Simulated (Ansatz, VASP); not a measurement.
BeCdS4 in VASP and in Ansatz

Contents of INCAR:

```
ALGO = Normal ; EDIFF = 1E-6
ENCUT = 630 ; GGA = PE
GGA_COMPAT = F ; ISIF = 2
ISMEAR = 0 ; LASPH = T
LCHARG = T ; LELF = T
LREAL = F ; LVHAR = T
LWAVE = F ; NBANDS = 58
NELM = 120 ; PREC = Accurate
SIGMA = 0.1
```

File KPOINTS:

```
k-points
0
Gamma
  2 2 2
```

POSCAR

```
BeCdS4
1.0
   -5.9174030280      0.0000000000      0.0141034060
    0.0711482046      0.0000000000     -5.9679879544
    0.0000000000     -6.0058339005      0.0000000000
Be Cd S
2 2 8
Direct
    0.0000000000      0.5000000000      0.5000000000
    0.0000000000      0.0000000000      0.0000000000
    0.5000000000      0.5000000000      0.0000000000
    0.5000000000      1.0000000000      0.5000000000
    0.0722890539      0.8884083284      0.6166238135
    0.9277109461      0.1115916716      0.3833761865
    0.3676477098      0.4107636706      0.4207622785
    0.6323522902      0.5892363294      0.5792377215
    0.6323522902      0.0892363294      0.9207622785
    0.3676477098      0.9107636706      0.0792377215
    0.9277109461      0.6115916716      0.1166238135
    0.0722890539      0.3884083284      0.8833761865
```

Input for Ansatz:

```yaml
crystal:
  lattice:
    - [-5.917403028, 0.0, 0.014103406]
    - [0.0711482046, 0.0, -5.9679879544]
    - [0.0, -6.0058339005, 0.0]
  atoms:
    - { symbol: Be, position: [0.0, 0.5, 0.5] }
    - { symbol: Be, position: [0.0, 0.0, 0.0] }
    - { symbol: Cd, position: [0.5, 0.5, 0.0] }
    - { symbol: Cd, position: [0.5, 1.0, 0.5] }
    - { symbol: S, position: [0.0722890539, 0.8884083284, 0.6166238135] }
    - { symbol: S, position: [0.9277109461, 0.1115916716, 0.3833761865] }
    - { symbol: S, position: [0.3676477098, 0.4107636706, 0.4207622785] }
    - { symbol: S, position: [0.6323522902, 0.5892363294, 0.5792377215] }
    - { symbol: S, position: [0.6323522902, 0.0892363294, 0.9207622785] }
    - { symbol: S, position: [0.3676477098, 0.9107636706, 0.0792377215] }
    - { symbol: S, position: [0.9277109461, 0.6115916716, 0.1166238135] }
    - { symbol: S, position: [0.0722890539, 0.3884083284, 0.8833761865] }
basis:
  ecutwfc: 420
kpoints:
  mp_grid: { grid: [2, 2, 2] }
hamiltonian:
  xc: pbe
scf:
  occupations: { method: gaussian, width: 0.1 }
  lower_state_search: "off"
output:
  forces: true
  stress: true
  eigenvalues: true
```

Alike in both runs: task single point; functional PBE; k mesh 2 × 2 × 2; occupations gaussian, width 0.1 eV; no spin polarisation.

|  | VASP | Ansatz |
| --- | --- | --- |
| version | VASP 6.6.1 | Ansatz 0.2.0 |
| potentials or method | VASP PAW PBE potentials, release 64 (Be, Cd_sv_GW, S), cutoff 630 eV | scalar-relativistic, plane waves, PAW |
| valence electrons in the cell | 92 | 92 |

|  | VASP | Ansatz | Ansatz less VASP |
| --- | --- | --- | --- |
| gap on the k mesh at the Fermi level (eV) | 1.61 | 1.58 | -0.029 |
| least direct gap on the mesh (eV) | 1.84 | 1.81 | -0.027 |
| pressure (GPa) | 0.1 | 0.4 | +0.25 |
| traceless stress, the component that is largest in VASP (GPa) | 0.06 | 0.06 | -0.003 |
| rms of the force components (eV/Å) | 0.063 | 0.034 | -0.0290 |

Atom by atom the forces differ by 0.046 eV/Å (rms over components).

The k mesh is coarse, so the values compare programs but aren't converged.
